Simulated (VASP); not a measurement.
A run of VASP 6.6.1 is set up as follows.

File INCAR:

```
PREC = Accurate
ENCUT = 520
EDIFF = 1E-7
ISMEAR = 0
SIGMA = 0.1
LREAL = False
LASPH = True
NELM = 60
ALGO = Normal
ISIF = 2
LWAVE = False
LCHARG = True
GGA = PE
LELF = True
LVHAR = True
NBANDS = 34
```

The input KPOINTS:

```
regular mesh
0
Gamma
  4 4 4
```

File POSCAR:

```
FeSi
1.0
    4.2173676852      0.0000000000      0.0000000000
    0.0000000000      4.2173676852      0.0000000000
    0.0000000000      0.0000000000      4.2173676852
Fe Si
4 4
Direct
    0.1414400714      0.1414400714      0.1414400714
    0.3585599286      0.8585599286      0.6414400714
    0.6414400714      0.3585599286      0.8585599286
    0.8585599286      0.6414400714      0.3585599286
    0.8431542001      0.8431542001      0.8431542001
    0.6568457999      0.1568457999      0.3431542001
    0.3431542001      0.6568457999      0.1568457999
    0.1568457999      0.3431542001      0.6568457999
```

Potentials or basis: VASP PAW PBE potentials, release 64 (Fe, Si).

Launch:

```bash
$ cat potpaw_PBE.64/Fe/POTCAR potpaw_PBE.64/Si/POTCAR > POTCAR
$ mpirun -np 1 vasp_std > vasp.out
```

(1) Estimate the largest force.

(2) Predict the pressure.

(3) What does it give for the band gap on the k mesh?

Answers

(1) 0.043 eV/Å.

(2) 51.2 GPa.

(3) 0.16 eV (least direct gap 0.20 eV).

Caveat: the cell stands under pressure.
